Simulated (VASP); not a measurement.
Wanted: the native input for a VASP 6.6.1 run.

| Item | Value |
| --- | --- |
| Task | single point |
| Functional | PBE |
| Potentials or basis | VASP PAW PBE potentials, release 64 (Os) |
| Cutoff | 520 eV |
| k mesh | 4 × 4 × 8 |
| Occupations | fermi-dirac, width 0.08 eV |
| Spin | no spin polarisation |
| Dipole correction | no |
| Further INCAR settings | ALGO = Normal; EDIFF = 1e-07; NBANDS = 24 |

The structure of Os lies in POSCAR:

```
Os
1.0
    0.0000000000      3.8900000000      3.8900000000
    3.8900000000      0.0000000000      3.8900000000
    1.9450000000      1.9450000000      0.0000000000
Os
4
Direct
   -0.0016601542     -0.0051609254      0.0124781491
    0.0016718509      0.5192358612      0.0054028278
    0.5144961440     -0.0021357326     -0.0429573265
    0.5002321337      0.4747478149      0.0057979434
```

One way to write it, as run:

INCAR

```
SYSTEM = Os
ALGO = Normal
EDIFF = 1E-7
ENCUT = 520
GGA = PE
ISIF = 2
ISMEAR = -1
LASPH = .TRUE.
LCHARG = .TRUE.
LELF = .TRUE.
LREAL = .FALSE.
LVHAR = .TRUE.
LWAVE = .FALSE.
NBANDS = 24
NELM = 60
PREC = Accurate
SIGMA = 0.08
```

KPOINTS

```
k-points
0
G
  4 4 8
  0 0 0
```

Potentials or basis: VASP PAW PBE potentials, release 64 (Os).

Command:

```console
$ cat potpaw_PBE.64/Os/POTCAR > POTCAR
$ mpirun -np 1 vasp_std > vasp.out
```

Results of the run:

| Property | Result |
| --- | --- |
| Pressure | -6.4 GPa |
| Largest force | 1.162 eV/Å |
| Band gap on the k mesh | zero (bands 16 and 17 overlap by 2.83 eV) |

Caveat: the cell stands under tension; spin-orbit coupling is left out, which moves the levels of the heavy elements; forces of over 1 eV/Å act on the atoms, so gaps and moduli don't describe the material at rest.

Run time: 45 s on 1 thread of Intel(R) Xeon(R) 6975P-C (Granite Rapids), with other jobs on the host, peak memory 0.22 GiB.
